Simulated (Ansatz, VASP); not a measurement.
This is a calculation of Sb for VASP 6.6.1.

The input INCAR:

```
PREC = Accurate ; ENCUT = 520
EDIFF = 1E-6 ; ISMEAR = -1
SIGMA = 0.05 ; LREAL = False
LASPH = True ; NELM = 100
ALGO = Normal ; ISIF = 2
LWAVE = False ; LCHARG = False
GGA = CA ; NBANDS = 8
```

KPOINTS

```
regular mesh
0
Gamma
  10 10 10
```

POSCAR

```
Sb
1.0
   -1.8331395369      1.8331395369      1.8331395369
    1.8331395369     -1.8331395369      1.8331395369
    1.8331395369      1.8331395369     -1.8331395369
Sb
1
Direct
    0.0000000000      0.0000000000      0.0000000000
```

Potentials or basis: VASP PAW LDA potentials, release 64 (Sb).

Launch:

```sh
$ cat potpaw_LDA.64/Sb/POTCAR > POTCAR
$ mpirun -np 1 vasp_std > vasp.out
```

Translate it to Ansatz 0.2.0. Potentials there: Ansatz PAW.

As run (the cutoff follows the program's own potentials):

Contents of input.yaml:

```yaml
crystal:
  lattice:
    - [-1.8331395369, 1.8331395369, 1.8331395369]
    - [1.8331395369, -1.8331395369, 1.8331395369]
    - [1.8331395369, 1.8331395369, -1.8331395369]
  atoms:
    - { symbol: Sb, position: [0.0, 0.0, 0.0] }
hamiltonian:
  xc: lda
  pseudopotentials: { kind: paw }
kpoints:
  mp_grid: { grid: [10, 10, 10] }
scf:
  occupations: { method: fermi_dirac, width: 0.05 }
output:
  forces: true
  stress: true
  eigenvalues: true
```

Potentials or basis: Ansatz PAW.

Launch:

```console
$ ansatz run input.yaml --threads 2 --pin off --max-ram 5632MiB --backend cpu --events-out ev --progress --plain --runs-dir out
```

Both were run:

|  | VASP | Ansatz | Ansatz less VASP |
| --- | --- | --- | --- |
| gap on the k mesh at the Fermi level (eV) | none | none | - |
| pressure (GPa) | 3.5 | 3.3 | -0.18 |

LDA's correlation is that of Perdew and Zunger in VASP and of Perdew and Wang (1992) in Ansatz. A gap of «none» marks a metal or a gap that the smearing closes. VASP's potentials hold 5 valence electrons a cell and Ansatz's 15, so a difference there can come from the potentials and not from the codes.

Spin-orbit coupling is off throughout.
